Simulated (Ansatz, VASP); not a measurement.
## Two plane-wave programs on TiO2

File INCAR:

```
ALGO = Normal
EDIFF = 1E-6
EDIFFG = -0.005
ENCUT = 600
GGA = PS
IBRION = 2
ISIF = 3
ISMEAR = 0
LASPH = True
LCHARG = False
LREAL = False
LWAVE = False
NELM = 100
NSW = 100
PREC = Accurate
SIGMA = 0.02
```

File KPOINTS:

```
k-points
0
Gamma
  6 6 10
```

File POSCAR:

```
TiO2
1.0
    4.5998373200      0.0000000000      0.0000000000
    0.0000000000      4.5998373200      0.0000000000
    0.0000000000      0.0000000000      2.9592135600
Ti O
2 4
Direct
    0.5000000000      0.5000000000      0.0000000000
    0.0000000000      0.0000000000      0.5000000000
    0.6956786800      0.6956786800      0.5000000000
    0.8043213200      0.1956786800      0.0000000000
    0.1956786800      0.8043213200      0.0000000000
    0.3043213200      0.3043213200      0.5000000000
```

Input for Ansatz:

```yaml
crystal:
  lattice:
    - [4.59983732, 0.0, 0.0]
    - [0.0, 4.59983732, 0.0]
    - [0.0, 0.0, 2.95921356]
  atoms:
    - { symbol: Ti, position: [0.5, 0.5, 0.0] }
    - { symbol: Ti, position: [0.0, 0.0, 0.5] }
    - { symbol: O, position: [0.69567868, 0.69567868, 0.5] }
    - { symbol: O, position: [0.80432132, 0.19567868, 0.0] }
    - { symbol: O, position: [0.19567868, 0.80432132, 0.0] }
    - { symbol: O, position: [0.30432132, 0.30432132, 0.5] }
basis:
  ecutwfc: 420
kpoints:
  mp_grid: { grid: [6, 6, 10] }
hamiltonian:
  xc: pbesol
scf:
  occupations: { method: gaussian, width: 0.02 }
output:
  forces: true
  stress: true
  eigenvalues: true
relax:
  adjacent_minimum: "off"
  f_tol: 0.005
  max_steps: 80
  cell: { stress_tol: 0.05 }
```

Alike in both runs: task relaxation of cell and atoms; functional PBEsol; k mesh 6 × 6 × 10; occupations gaussian, width 0.02 eV; no spin polarisation.

|  | VASP | Ansatz |
| --- | --- | --- |
| version | VASP 6.6.1 | Ansatz 0.2.0 |
| potentials or method | VASP PAW PBE potentials, release 64 (Ti_sv, O), cutoff 600 eV | scalar-relativistic, plane waves, PAW |
| valence electrons in the cell | 48 | 48 |

|  | VASP | Ansatz | Ansatz less VASP |
| --- | --- | --- | --- |
| gap on the k mesh at the Fermi level, each at its own relaxed structure (eV) | 1.83 | 1.87 | +0.037 |
| relaxed volume (Å³/atom) | 10.34 | 10.33 | -0.016 |
| relaxed length of the cell vector where the two differ most in proportion (Å) | 2.941 | 2.939 | -0.0024 |

VASP's potentials were made for PBE, not for PBEsol.
